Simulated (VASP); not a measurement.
# AgB2 (P6/mmm) in VASP: notebook

AgB2 is run at these levels: PBE; tasks: single point, relaxation of the atoms.

All numbers are computed with VASP 6.6.1; they aren't measurements. Logs are shortened: lines on timing, memory, paths and dates and some standing lists are left out, and cuts for length are marked.

## 1. The cell of the first run

Symmetry: P6/mmm, No. 191, hexagonal system. The conventional cell has a = 3.000 Å, b = 3.000 Å, c = 3.240 Å, α = 90.00°, β = 90.00°, γ = 120.00°. Ag (site symmetry 6/mmm) has 12 B at 2.37 Å and 6 Ag at 3.00 Å within 3.1 Å. Within 2.3 Å of B (site symmetry -6m2) lie 3 B at 1.73 Å.

## 2. Single point, PBE

File INCAR:

```
SYSTEM = AgB2
PREC = Accurate ; ENCUT = 520
EDIFF = 1E-7 ; ISMEAR = -1
SIGMA = 0.05 ; LREAL = .False.
LASPH = .True. ; NELM = 100
ALGO = Normal ; ISIF = 2
LWAVE = .False. ; LCHARG = .True.
GGA = PE ; LELF = .True.
LVHAR = .True. ; NBANDS = 16
```

File KPOINTS:

```
regular mesh
0
Gamma
  7 7 6
  0 0 0
```

File POSCAR:

```
AgB2
1.0
    3.0000000000      0.0000000000      0.0000000000
   -1.5000000000      2.5980762114      0.0000000000
    0.0000000000      0.0000000000      3.2400000000
Ag B
1 2
Direct
    0.0000000000      0.0000000000      0.0000000000
    0.6666666667      0.3333333333      0.5000000000
    0.3333333333      0.6666666667      0.5000000000
```

Potentials or basis: VASP PAW PBE potentials, release 64 (Ag, B).

Launch:

```bash
$ cat potpaw_PBE.64/Ag/POTCAR potpaw_PBE.64/B/POTCAR > POTCAR
$ mpirun -np 1 vasp_std > vasp.out
```

OUTCAR:

```text
SYSTEM = AgB2
   PREC = Accurate
   ENCUT = 520
   EDIFF = 1E-7
   ISMEAR = -1
   LREAL = .False.
   LASPH = .True.
   NELM = 100
   ISIF = 2
   GGA = PE

 ion  position               nearest neighbor table
   1  0.000  0.000  0.000-   2 2.37   3 2.37   2 2.37   3 2.37   2 2.37   2 2.37   3 2.37   3 2.37
                             2 2.37   2 2.37   3 2.37   3 2.37
   2  0.667  0.333  0.500-   3 1.73   3 1.73   3 1.73   1 2.37   1 2.37   1 2.37   1 2.37   1 2.37
                             1 2.37
   3  0.333  0.667  0.500-   2 1.73   2 1.73   2 1.73   1 2.37   1 2.37   1 2.37   1 2.37   1 2.37
                             1 2.37

  LATTYP: Found a hexagonal cell.
 ALAT       =     3.0000000000
 C/A-ratio  =     1.0800000000

  Lattice vectors:

 A1 = (   3.0000000000,   0.0000000000,   0.0000000000)
 A2 = (  -1.5000000000,   2.5980762114,   0.0000000000)
 A3 = (   0.0000000000,   0.0000000000,   3.2400000000)

Analysis of symmetry for initial positions (statically):
=====================================================================
 Subroutine PRICEL returns:
 Original cell was already a primitive cell.

 Routine SETGRP: Setting up the symmetry group for a
 hexagonal supercell.

 Subroutine GETGRP returns: Found 24 space group operations
 (whereof 24 operations were pure point group operations)
 out of a pool of 24 trial point group operations.

The static configuration has the point symmetry D_6h.

Analysis of symmetry for dynamics (positions and initial velocities):
=====================================================================
 Subroutine PRICEL returns:
 Original cell was already a primitive cell.

 Routine SETGRP: Setting up the symmetry group for a
 hexagonal supercell.

 Subroutine GETGRP returns: Found 24 space group operations
 (whereof 24 operations were pure point group operations)
 out of a pool of 24 trial point group operations.

The dynamic configuration has the point symmetry D_6h.

 Subroutine INISYM returns: Found 24 space group operations
 (whereof 24 operations are pure point group operations),
 and found     1 'primitive' translations

----------------------------------------------------------------------------------------

                                     Primitive cell

  volume of cell :      25.2533

  direct lattice vectors                    reciprocal lattice vectors
     3.000000000  0.000000000  0.000000000     0.333333333  0.192450090  0.000000000
    -1.500000000  2.598076211  0.000000000     0.000000000  0.384900179  0.000000000
     0.000000000  0.000000000  3.240000000     0.000000000  0.000000000  0.308641975

  length of vectors
     3.000000000  3.000000000  3.240000000     0.384900179  0.384900179  0.308641975

  position of ions in fractional coordinates (direct lattice)
     0.000000000  0.000000000  0.000000000
     0.666666667  0.333333333  0.500000000
     0.333333333  0.666666667  0.500000000

  ion indices of the primitive-cell ions
   primitive index   ion index
                 1           1
                 2           2
                 3           3

----------------------------------------------------------------------------------------

 KPOINTS: regular mesh

Automatic generation of k-mesh.
 Grid dimensions read from file:
 generate k-points for:    7    7    6

 Generating k-lattice:

  Cartesian coordinates                     Fractional coordinates (reciprocal lattice)
     0.047619048  0.027492870  0.000000000     0.142857143  0.000000000  0.000000000
     0.000000000  0.054985740  0.000000000     0.000000000  0.142857143  0.000000000
     0.000000000  0.000000000  0.051440329     0.000000000  0.000000000  0.166666667

  Length of vectors
     0.054985740  0.054985740  0.051440329

  Shift w.r.t. Gamma in fractional coordinates (k-lattice)
     0.000000000  0.000000000  0.000000000

 Subroutine IBZKPT returns following result:
 ===========================================

 Found     32 irreducible k-points:

 Following reciprocal coordinates:
            Coordinates               Weight
  0.000000  0.000000  0.000000      1.000000
  0.142857  0.000000  0.000000      6.000000
  0.285714 -0.000000  0.000000      6.000000
  0.428571 -0.000000  0.000000      6.000000
  0.142857  0.142857  0.000000      6.000000
  0.285714  0.142857  0.000000     12.000000
[... 16 lines left out ...]
  0.428571  0.142857  0.333333     12.000000
  0.285714  0.285714  0.333333     12.000000
 [... further k-points ...]
   k-points           NKPTS =     32   k-points in BZ     NKDIM =     32   number of bands    NBANDS=     16
   number of dos      NEDOS =    301   number of ions     NIONS =      3
   total plane-waves  NPLWV =  13824
   dimension x,y,z NGX =    24 NGY =   24 NGZ =   24
   dimension x,y,z NGXF=    48 NGYF=   48 NGZF=   48
   ions per type =               1   2
   NGX,Y,Z   is equivalent  to a cutoff of  13.30, 13.30, 12.31 a.u.
   NGXF,Y,Z  is equivalent  to a cutoff of  26.60, 26.60, 24.63 a.u.
 SYSTEM =  AgB2
   PREC   = accura    normal or accurate (medium, high low for compatibility)
   ISTART =      0    job   : 0-new  1-cont  2-samecut
   ICHARG =      2    charge: 1-file 2-atom 10-const
   ISPIN  =      1    spin polarized calculation?
   LNONCOLLINEAR =      F non collinear calculations
   LSORBIT =      F    spin-orbit coupling
   LASPH  =      T    aspherical Exc in radial PAW
   ENCUT  =  520.0 eV  38.22 Ry    6.18 a.u.   5.58  5.58  6.02*2*pi/ulx,y,z
   NELM   =    100;   NELMIN=  2; NELMDL= -5     # of ELM steps
   EDIFF  = 0.1E-06   stopping-criterion for ELM
   LREAL  =      F    real-space projection
   EDIFFG = 0.1E-05   stopping-criterion for IOM
   NSW    =      0    number of steps for IOM
   IBRION =     -1    ionic relax: 0-MD 1-quasi-New 2-CG
   NFREE  =      0    steps in history (QN), initial steepest desc. (CG)
   ISIF   =      2    stress and relaxation
   ISYM   =      2    0-nonsym 1-usesym 2-fastsym
   POTIM  = 0.5000    time-step for ionic-motion
   TEBEG  =    0.0;   TEEND  =   0.0 temperature during run
   PSTRESS=    0.0 pullay stress
   NELECT =      17.0000    total number of electrons
   NUPDOWN=      -1.0000    fix difference up-down
   EMIN   =  10.00;   EMAX   =-10.00  energy-range for DOS
   EFERMI =   0.00;   METHOD = LEGACY
   ISMEAR =    -1;   SIGMA  =   0.05  broadening in eV -4-tet -1-fermi 0-gaus
   EFERMI_NEDOS =   21; number of points for ismear=-14 and -15
   IALGO  =     38    algorithm
   IMIX   =      4    mixing-type and parameters
     AMIX     =   0.40;   BMIX     =  1.00
     AMIX_MAG =   1.60;   BMIX_MAG =  1.00
  volume/ion in A,a.u.               =       8.42        56.81
  Fermi-wavevector in a.u.,A,eV,Ry     =   1.434779  2.711340 28.008838  2.058591
  Thomas-Fermi vector in A             =   2.554150
   LORBIT       =      0    0 simple, 1 ext, 2 COOP (PROOUT), +10 PAW based schemes
   GGA     = PE    functional components
   LHFCALC =     F    Hartree Fock is set to
   AEXX    =    0.0000 exact exchange contribution
   IVDW    =     0    specifies the selected vdW correction
   LEPSILON=     F    determine dielectric tensor
   LRPA    =     F    only Hartree local field effects (RPA)
 non-spin polarized calculation
  energy-cutoff  :      520.00
  volume of cell :       25.25
 maximum number of plane-waves:       697
 NGX is ok and might be reduce to    24
   NGX = 11   NGY = 11   NGZ = 13

 number of electron      16.9999992 magnetization

 Free energy of the ion-electron system (eV)
  ---------------------------------------------------
  ext. energy  EPLUGINS =         0.00000000
  ---------------------------------------------------
  free energy    TOTEN  =       -13.24878152 eV

  energy without entropy =      -13.23480878  energy(sigma->0) =      -13.24179515

 E-fermi :  10.7683     XC(G=0): -13.2981

 val. band max:       10.7678995348   @ k =   0.4286   0.1429   0.3333
 cond. band min:      10.8482507578   @ k =   0.0000   0.0000   0.3333
 fundamental gap:      0.0803512230
 Fermi energy:        10.7683110141

 k-point     1 :       0.0000    0.0000    0.0000
  band No.  band energies     occupation
      1      -3.6488      2.00000
      2       3.5533      2.00000
      3       4.0735      2.00000
      4       4.0735      2.00000
      5       5.6281      2.00000
      6       5.6281      2.00000
[... 8 lines left out ...]
     15      27.5577      0.00000
     16      29.7278      0.00000

 k-point     2 :       0.1429    0.0000    0.0000
  band No.  band energies     occupation
      1      -3.2545      2.00000
      2       3.7010      2.00000
      3       3.7661      2.00000
      4       4.3347      2.00000
      5       4.8075      2.00000
      6       5.5706      2.00000
[... 8 lines left out ...]
     15      28.3167      0.00000
     16      30.0475      0.00000

 k-point     3 :       0.2857   -0.0000    0.0000
  band No.  band energies     occupation
      1      -2.1290      2.00000
      2       2.9195      2.00000
      3       3.8958      2.00000
      4       3.9138      2.00000
      5       5.0386      2.00000
      6       5.4439      2.00000
[... 8 lines left out ...]
     15      27.8030      0.00000
     16      28.6072      0.00000

 k-point     4 :       0.4286   -0.0000    0.0000
  band No.  band energies     occupation
      1      -0.4763      2.00000
      2       1.5603      2.00000
      3       3.4565      2.00000
      4       3.6124      2.00000
      5       5.3448      2.00000
      6       5.9245      2.00000
[... 8 lines left out ...]
     15      26.2948      0.00000
     16      27.0921      0.00000

 k-point     5 :       0.1429    0.1429    0.0000
  band No.  band energies     occupation
      1      -2.4923      2.00000
      2       3.2299      2.00000
      3       3.9006      2.00000
      4       4.1609      2.00000
      5       4.7767      2.00000
      6       5.4002      2.00000
[... 8 lines left out ...]
     15      27.9897      0.00000
     16      28.2165      0.00000

 k-point     6 :       0.2857    0.1429    0.0000
  band No.  band energies     occupation
      1      -1.0768      2.00000
      2       2.3578      2.00000
      3       3.6741      2.00000
      4       3.6970      2.00000
      5       5.1263      2.00000
      6       5.4820      2.00000
[... 8 lines left out ...]
     15      25.4027      0.00000
     16      26.4738      0.00000
[... 267 lines left out ...]
 k-point    21 :       0.1429    0.1429    0.3333
  band No.  band energies     occupation
      1      -1.4671      2.00000
      2       2.8196      2.00000
      3       3.5681      2.00000
      4       4.3047      2.00000
      5       4.4142      2.00000
      6       5.3601      2.00000
[... 8 lines left out ...]
     15      23.7908      0.00000
     16      26.7688      0.00000

 k-point    22 :       0.2857    0.1429    0.3333
  band No.  band energies     occupation
      1      -0.5321      2.00000
      2       2.3848      2.00000
      3       3.4629      2.00000
      4       3.9014      2.00000
      5       4.3626      2.00000
      6       6.2493      2.00000
[... 8 lines left out ...]
     15      25.4135      0.00000
     16      27.3817      0.00000

 k-point    23 :       0.4286    0.1429    0.3333
  band No.  band energies     occupation
      1       0.2179      2.00000
      2       1.5902      2.00000
      3       3.4385      2.00000
      4       3.7760      2.00000
      5       4.7282      2.00000
      6       6.5841      2.00000
[... 8 lines left out ...]
     15      25.8900      0.00000
     16      26.5643      0.00000

 k-point    24 :       0.2857    0.2857    0.3333
  band No.  band energies     occupation
      1       0.4149      2.00000
      2       1.6100      2.00000
      3       3.4654      2.00000
      4       3.8251      2.00000
      5       4.1716      2.00000
      6       6.6497      2.00000
[... 8 lines left out ...]
     15      26.2973      0.00000
     16      26.5709      0.00000

 [... further k-points ...]

------------------------ aborting loop because EDIFF is reached ----------------------------------------

  FORCE on cell =-STRESS in cart. coord.  units (eV):
  Direction    XX          YY          ZZ          XY          YZ          ZX
  --------------------------------------------------------------------------------------
  -------------------------------------------------------------------------------------
  Total        6.7982620      6.7982620     11.8170992      0.0000000      0.0000000     -0.0000000
  in kB      431.3107931    431.3107931    749.7272809      0.0000000      0.0000000     -0.0000000
  external PRESSURE =     537.4496223 kB  Pullay stress =       0.0000000 kB

 VOLUME and BASIS-vectors are now :
 -----------------------------------------------------------------------------
  energy-cutoff  :      520.00
  volume of cell :       25.25
      direct lattice vectors                 reciprocal lattice vectors
     3.000000000  0.000000000  0.000000000     0.333333333  0.192450090  0.000000000
    -1.500000000  2.598076211  0.000000000     0.000000000  0.384900179  0.000000000
     0.000000000  0.000000000  3.240000000     0.000000000  0.000000000  0.308641975

 POSITION                                       TOTAL-FORCE (eV/Angst)
 -----------------------------------------------------------------------------------
      0.00000      0.00000      0.00000        -0.000000      0.000000     -0.000000
      1.50000      0.86603      1.62000        -0.000000     -0.000000      0.000000
     -0.00000      1.73205      1.62000         0.000000     -0.000000     -0.000000
 -----------------------------------------------------------------------------------
    total drift:                               -0.000000      0.000000      0.000000

  FREE ENERGIE OF THE ION-ELECTRON SYSTEM (eV)
  ---------------------------------------------------
  free  energy   TOTEN  =       -13.2487815155 eV

  energy  without entropy=      -13.2348087796  energy(sigma->0) =      -13.24179515
```

Run time: 12 s. Hardware: 1 thread of Intel Xeon 6975P-C (Granite Rapids), shared host; peak memory 0.14 GiB.

Results:

```yaml
Free_energy: -13.2488 eV
Pressure: 53.7 GPa
```

[end of part 1 of 2]
